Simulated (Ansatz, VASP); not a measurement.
Si in VASP and in Ansatz

INCAR

```
SYSTEM = Si
  PREC = Accurate
  ENCUT = 520
  EDIFF = 1E-7
  ISMEAR = 0
  SIGMA = 0.15
  LREAL = .FALSE.
  LASPH = .TRUE.
  NELM = 60
  ALGO = Normal
  ISIF = 2
  LWAVE = .FALSE.
  LCHARG = .FALSE.
  GGA = CA
  NBANDS = 26
```

Contents of KPOINTS:

```
Automatic mesh
0
G
  10 10 8
  0 0 0
```

Contents of POSCAR:

```
Si
1.0
    4.4383336898     -2.3738387447      0.0000000000
    4.4383336898      2.3738387447      0.0000000000
    0.0000000000      0.0000000000      5.4608395773
Si
8
Direct
    0.5000000000      0.5000000000      0.7705063100
    0.5000000000      0.5000000000      0.2294936900
    1.0000000000      0.0000000000      0.2705063100
    0.0000000000      1.0000000000      0.7294936900
    0.7262158274      0.7262158274      0.5000000000
    0.2262158274      0.2262158274      0.0000000000
    0.2737841726      0.2737841726      0.5000000000
    0.7737841726      0.7737841726      0.0000000000
```

Input for Ansatz:

```yaml
crystal:
  lattice:
    - [4.4383336898, -2.3738387447, 0.0]
    - [4.4383336898, 2.3738387447, 0.0]
    - [0.0, 0.0, 5.4608395773]
  atoms:
    - { symbol: Si, position: [0.5, 0.5, 0.77050631] }
    - { symbol: Si, position: [0.5, 0.5, 0.22949369] }
    - { symbol: Si, position: [1.0, 0.0, 0.27050631] }
    - { symbol: Si, position: [0.0, 1.0, 0.72949369] }
    - { symbol: Si, position: [0.7262158274, 0.7262158274, 0.5] }
    - { symbol: Si, position: [0.2262158274, 0.2262158274, 0.0] }
    - { symbol: Si, position: [0.2737841726, 0.2737841726, 0.5] }
    - { symbol: Si, position: [0.7737841726, 0.7737841726, 0.0] }
basis:
  ecutwfc: 420
kpoints:
  mp_grid: { grid: [10, 10, 8] }
hamiltonian:
  xc: lda
scf:
  occupations: { method: gaussian, width: 0.15 }
output:
  forces: true
  stress: true
  eigenvalues: true
```

Change from the starting cell: strain -0.025 along x and y, +0.025 along z, atoms carried along.

Alike in both runs: task single point; functional LDA; k mesh 10 × 10 × 8; occupations gaussian, width 0.15 eV; no spin polarisation.

|  | VASP | Ansatz |
| --- | --- | --- |
| version | VASP 6.6.1 | Ansatz 0.2.0 |
| potentials or method | VASP PAW LDA potentials, release 64 (Si), cutoff 520 eV | scalar-relativistic, plane waves, PAW |
| valence electrons in the cell | 32 | 32 |

VASP gave:

* gap on the k mesh at the Fermi level (eV): none
* pressure (GPa): 3.6
* traceless stress, the component that is largest in VASP (GPa): -4.89
* rms of the force components (eV/Å): 0.063

Problem. Estimate Ansatz's values.

Solution. gap on the k mesh at the Fermi level (eV): none; pressure (GPa): 3.5; traceless stress, the component that is largest in VASP (GPa): -4.88; rms of the force components (eV/Å): 0.062.

LDA's correlation is that of Perdew and Zunger in VASP and of Perdew and Wang (1992) in Ansatz. Atom by atom the forces differ by 0.001 eV/Å (rms over components). A gap of «none» marks a metal or a gap that the smearing closes.
